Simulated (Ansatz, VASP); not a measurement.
**Two plane-wave programs on MnAs**

Contents of INCAR:

```
PREC = Accurate
ENCUT = 520
EDIFF = 1E-7
ISMEAR = -1
SIGMA = 0.05
LREAL = F
LASPH = T
NELM = 150
ALGO = Normal
ISIF = 2
LWAVE = F
LCHARG = F
ISPIN = 2
MAGMOM = 0 0 4 4
LORBIT = 11
LMAXMIX = 4
GGA = PS
NBANDS = 30
```

KPOINTS

```
Automatic mesh
0
Gamma
  8 8 5
```

Contents of POSCAR:

```
MnAs
1.0
    3.6850999209      0.0000000000      0.0000000000
   -1.8425499604      3.1913901469      0.0000000000
    0.0000000000      0.0000000000      5.6528042183
As Mn
2 2
Direct
    0.6666666667      0.3333333333      0.7500000000
    0.3333333333      0.6666666667      0.2500000000
    0.0000000000      0.0000000000      0.5000000000
    0.0000000000      0.0000000000      0.0000000000
```

File input.yaml:

```yaml
crystal:
  lattice:
    - [3.6850999209, 0.0, 0.0]
    - [-1.8425499604, 3.1913901469, 0.0]
    - [0.0, 0.0, 5.6528042183]
  atoms:
    - { symbol: As, position: [0.6666666667, 0.3333333333, 0.75] }
    - { symbol: As, position: [0.3333333333, 0.6666666667, 0.25] }
    - { symbol: Mn, position: [0.0, 0.0, 0.5], spin: 4.0 }
    - { symbol: Mn, position: [0.0, 0.0, 0.0], spin: 4.0 }
hamiltonian:
  xc: pbesol
  pseudopotentials: { kind: paw }
magnetization:
  spin_polarized: true
kpoints:
  mp_grid: { grid: [8, 8, 5] }
scf:
  occupations: { method: fermi_dirac, width: 0.05 }
output:
  forces: true
  stress: true
  eigenvalues: true
```

Alike in both runs: task single point; functional PBEsol; k mesh 8 × 8 × 5; occupations fermi-dirac, width 0.05 eV; collinear spin.

|  | VASP | Ansatz |
| --- | --- | --- |
| version | VASP 6.6.1 | Ansatz 0.2.0 |
| potentials or method | VASP PAW PBE potentials, release 64 (As, Mn_pv) | Ansatz PAW |
| plane-wave cutoff (eV) | 520 | 420 |
| valence electrons in the cell | 36 | 60 |

VASP gave:

```
gap on the k mesh at the Fermi level (eV)                     : none
pressure (GPa)                                                : -7.7
traceless stress, the component that is largest in VASP (GPa) : -1.87
net moment per atom (μB)                                      : 1.50
size of the moment on the site where the two differ most (μB) : 3.07
```

Problem. Which values does Ansatz return?

Solution. gap on the k mesh at the Fermi level (eV): none; pressure (GPa): -7.9; traceless stress, the component that is largest in VASP (GPa): -1.90; net moment per atom (μB): 1.51; size of the moment on the site where the two differ most (μB): 3.02.

VASP's potentials were made for PBE, not for PBEsol. Site moments also hang on the region over which each program counts them. A gap of «none» marks a metal or a gap that the smearing closes. VASP's potentials hold 36 valence electrons a cell and Ansatz's 60, so a difference there can come from the potentials and not from the codes.
